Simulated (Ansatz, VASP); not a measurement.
## Ge2Sb2Te5: VASP beside Ansatz

File INCAR:

```
SYSTEM = Ge2Sb2Te5
PREC = Accurate
ENCUT = 520
EDIFF = 1E-6
ISMEAR = 0
SIGMA = 0.03
LREAL = .FALSE.
LASPH = .TRUE.
NELM = 80
ALGO = Normal
ISIF = 2
LWAVE = .FALSE.
LCHARG = .FALSE.
GGA = PE
NBANDS = 44
```

The input KPOINTS:

```
regular mesh
0
G
  12 12 2
  0 0 0
```

File POSCAR:

```
Ge2Sb2Te5
1.0
    4.0821417495      0.0000000000      0.0000000000
   -2.0410708747      3.5352384569      0.0000000000
    0.0000000000      0.0000000000     20.7891232876
Ge Sb Te
2 2 5
Direct
    0.0000000000      0.0000000000      0.3313200918
    0.0000000000      0.0000000000      0.6686799082
    0.3333333333      0.6666666667      0.1120971408
    0.6666666667      0.3333333333      0.8879028592
    0.0000000000      0.0000000000      0.0000000000
    0.3333333333      0.6666666667      0.7914345914
    0.6666666667      0.3333333333      0.2085654086
    0.3333333333      0.6666666667      0.4096023866
    0.6666666667      0.3333333333      0.5903976134
```

Input for Ansatz:

```yaml
crystal:
  lattice:
    - [4.0821417495, 0.0, 0.0]
    - [-2.0410708747, 3.5352384569, 0.0]
    - [0.0, 0.0, 20.7891232876]
  atoms:
    - { symbol: Ge, position: [0.0, 0.0, 0.3313200918] }
    - { symbol: Ge, position: [0.0, 0.0, 0.6686799082] }
    - { symbol: Sb, position: [0.3333333333, 0.6666666667, 0.1120971408] }
    - { symbol: Sb, position: [0.6666666667, 0.3333333333, 0.8879028592] }
    - { symbol: Te, position: [0.0, 0.0, 0.0] }
    - { symbol: Te, position: [0.3333333333, 0.6666666667, 0.7914345914] }
    - { symbol: Te, position: [0.6666666667, 0.3333333333, 0.2085654086] }
    - { symbol: Te, position: [0.3333333333, 0.6666666667, 0.4096023866] }
    - { symbol: Te, position: [0.6666666667, 0.3333333333, 0.5903976134] }
basis:
  ecutwfc: 420
kpoints:
  mp_grid: { grid: [12, 12, 2] }
hamiltonian:
  xc: pbe
scf:
  occupations: { method: gaussian, width: 0.03 }
output:
  forces: true
  stress: true
  eigenvalues: true
  write_density: true
  write_potential: true
  elf: true
  volumetric_format: npy
```

Alike in both runs: task single point; functional PBE; k mesh 12 × 12 × 2; occupations gaussian, width 0.03 eV; no spin polarisation.

|  | VASP | Ansatz |
| --- | --- | --- |
| version | VASP 6.6.1 | Ansatz 0.2.0 |
| potentials or method | VASP PAW PBE potentials, release 64 (Ge_d, Sb, Te), cutoff 520 eV | scalar-relativistic, plane waves, PAW |
| valence electrons in the cell | 68 | 138 |

|  | VASP | Ansatz | Ansatz less VASP |
| --- | --- | --- | --- |
| gap on the k mesh at the Fermi level (eV) | none | none | - |
| pressure (GPa) | -2.2 | -2.1 | +0.03 |
| traceless stress, the component that is largest in VASP (GPa) | -3.94 | -3.97 | -0.025 |
| rms of the force components (eV/Å) | 0.379 | 0.385 | +0.0069 |

Atom by atom the forces differ by 0.008 eV/Å (rms over components). A gap of «none» marks a metal or a gap that the smearing closes. With one functional, cell and mesh, what is left measures potentials, basis and numerics. VASP's potentials hold 68 valence electrons a cell and Ansatz's 138, so a difference there can come from the potentials and not from the codes.

Neither program's run includes spin-orbit coupling.
